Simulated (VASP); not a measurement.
A run of VASP 6.6.1:

File INCAR:

```
PREC = Accurate
ENCUT = 520
EDIFF = 1E-6
ISMEAR = -1
SIGMA = 0.05
LREAL = F
LASPH = T
NELM = 60
ALGO = Normal
ISIF = 2
LWAVE = F
LCHARG = F
GGA = CA
NBANDS = 19
```

File KPOINTS:

```
Automatic mesh
0
Gamma
  11 11 6
```

Contents of POSCAR:

```
Zn
1.0
    2.6339144954      0.0000000000      0.0000000000
   -1.3169572477      2.2810368644      0.0000000000
    0.0000000000      0.0000000000      4.8988836645
Zn
2
Direct
    0.6666666667      0.3333333333      0.7500000000
    0.3333333333      0.6666666667      0.2500000000
```

Potentials or basis: VASP PAW LDA potentials, release 64 (Zn).

The run is started by

```console
$ cat potpaw_LDA.64/Zn/POTCAR > POTCAR
$ mpirun -np 1 vasp_std > vasp.out
```

Hardware: 1 thread of Intel(R) Xeon(R) Platinum 8259CL CPU @ 2.50GHz (Skylake/Cascade Lake) (shared host).

How long does it take, and how much memory?

Wall time 17 s on 1 thread of Intel(R) Xeon(R) Platinum 8259CL CPU @ 2.50GHz (Skylake/Cascade Lake), with other jobs on the host, peak memory 0.14 GiB. Counts: scf iterations 11, k points 64.
